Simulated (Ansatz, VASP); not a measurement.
## One calculation of MnO2, two programs

```
Mn O
1.0
     4.36606    0.00000    0.00000
     0.00000    4.51887    0.00000
     0.00000    0.00000    2.87403
Mn O
2 4
Direct
  0.00000 0.00000 0.00000
  0.50000 0.50000 0.50000
  0.78328 0.17356 0.50000
  0.71672 0.67356 0.00000
  0.28328 0.32644 0.00000
  0.21672 0.82644 0.50000
```

Alike in both runs: functional PBE; k mesh 8 × 8 × 12; occupations gaussian, width 0.01 eV; collinear spin.

Ansatz relaxed the structure, and its values are those at the end. VASP's run is a single point on that final structure, the one shown.

|  | VASP | Ansatz |
| --- | --- | --- |
| version | VASP 6.6.1 | Ansatz 0.2.0 |
| potentials or method | VASP PAW PBE potentials, release 64 (Mn_pv, O), cutoff 520 eV | scalar-relativistic, plane waves, PAW |
| valence electrons in the cell | 50 | 54 |

VASP gave:

* gap on the k mesh at the Fermi level (eV): 0.12
* least direct gap on the mesh (eV): 0.26
* pressure (GPa): 0.8
* rms of the force components (eV/Å): 0.016
* net moment per atom (μB): 1.00
* size of the moment on the site where the two differ most (μB): 2.73

Problem. Which values does Ansatz return?

Solution. gap on the k mesh at the Fermi level (eV): 0.14; least direct gap on the mesh (eV): 0.29; pressure (GPa): 0.0; rms of the force components (eV/Å): 0.001; net moment per atom (μB): 1.00; size of the moment on the site where the two differ most (μB): 2.41.

Site moments also hang on the region over which each program counts them. VASP's potentials hold 50 valence electrons a cell and Ansatz's 54, so a difference there can come from the potentials and not from the codes.
